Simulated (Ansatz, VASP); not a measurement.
MoS2 in VASP and in Ansatz

The input INCAR:

```
SYSTEM = MoS2
  PREC = Accurate
  ENCUT = 520
  EDIFF = 1E-7
  ISMEAR = 0
  SIGMA = 0.05
  LREAL = .False.
  LASPH = .True.
  NELM = 60
  ALGO = Normal
  ISIF = 2
  LWAVE = .False.
  LCHARG = .False.
  GGA = PE
  IVDW = 12
  NBANDS = 64
```

KPOINTS

```
regular mesh
0
Gamma
  6 6 4
  0 0 0
```

The input POSCAR:

```
MoS2
1.0
    6.2994479940      0.0000000001      0.0000000000
   -3.1497239971      5.4554819926      0.0000000000
    0.0000000000      0.0000000000      6.6475426602
Mo S
4 8
Direct
    0.4888900680      0.4944450340      0.0078548076
    0.5000000000      0.0000000000      0.0000000000
    0.0000000000      0.5000000000      0.0000000000
    0.0000000000      0.0000000000      0.0000000000
    0.1666666667      0.3333333333      0.2356692374
    0.1666666667      0.8333333333      0.2356692374
    0.6666666667      0.3333333333      0.2356692374
    0.6666666667      0.8333333333      0.2356692374
    0.1666666667      0.3333333333      0.7643307626
    0.1666666667      0.8333333333      0.7643307626
    0.6666666667      0.3333333333      0.7643307626
    0.6666666667      0.8333333333      0.7643307626
```

Input for Ansatz:

```yaml
crystal:
  lattice:
    - [6.299447994, 1.0e-10, 0.0]
    - [-3.1497239971, 5.4554819926, 0.0]
    - [0.0, 0.0, 6.6475426602]
  atoms:
    - { symbol: Mo, position: [0.488890068, 0.494445034, 0.0078548076] }
    - { symbol: Mo, position: [0.5, 0.0, 0.0] }
    - { symbol: Mo, position: [0.0, 0.5, 0.0] }
    - { symbol: Mo, position: [0.0, 0.0, 0.0] }
    - { symbol: S, position: [0.1666666667, 0.3333333333, 0.2356692374] }
    - { symbol: S, position: [0.1666666667, 0.8333333333, 0.2356692374] }
    - { symbol: S, position: [0.6666666667, 0.3333333333, 0.2356692374] }
    - { symbol: S, position: [0.6666666667, 0.8333333333, 0.2356692374] }
    - { symbol: S, position: [0.1666666667, 0.3333333333, 0.7643307626] }
    - { symbol: S, position: [0.1666666667, 0.8333333333, 0.7643307626] }
    - { symbol: S, position: [0.6666666667, 0.3333333333, 0.7643307626] }
    - { symbol: S, position: [0.6666666667, 0.8333333333, 0.7643307626] }
basis:
  ecutwfc: 420
kpoints:
  mp_grid: { grid: [6, 6, 4] }
hamiltonian:
  xc: pbe
  dispersion: d3bj
scf:
  occupations: { method: gaussian, width: 0.05 }
output:
  forces: true
  stress: true
  eigenvalues: true
```

Alike in both runs: task single point; functional PBE; dispersion D3(BJ); k mesh 6 × 6 × 4; occupations gaussian, width 0.05 eV; no spin polarisation.

```csv
,VASP,Ansatz
version,VASP 6.6.1,Ansatz 0.2.0
potentials or method,"VASP PAW PBE potentials, release 64 (Mo_sv, S), cutoff 520 eV","scalar-relativistic, plane waves, PAW"
valence electrons in the cell,104,104
```

Ansatz gave:

```
gap on the k mesh at the Fermi level (eV)                     : 1.12
least direct gap on the mesh (eV)                             : 1.59
pressure (GPa)                                                : 0.1
traceless stress, the component that is largest in VASP (GPa) : 0.26
rms of the force components (eV/Å)                            : 0.400
```

Question: What did VASP give for the same quantities?

Answer: gap on the k mesh at the Fermi level (eV): 1.13; least direct gap on the mesh (eV): 1.59; pressure (GPa): 0.0; traceless stress, the component that is largest in VASP (GPa): 0.26; rms of the force components (eV/Å): 0.399.

Atom by atom the forces differ by 0.006 eV/Å (rms over components).
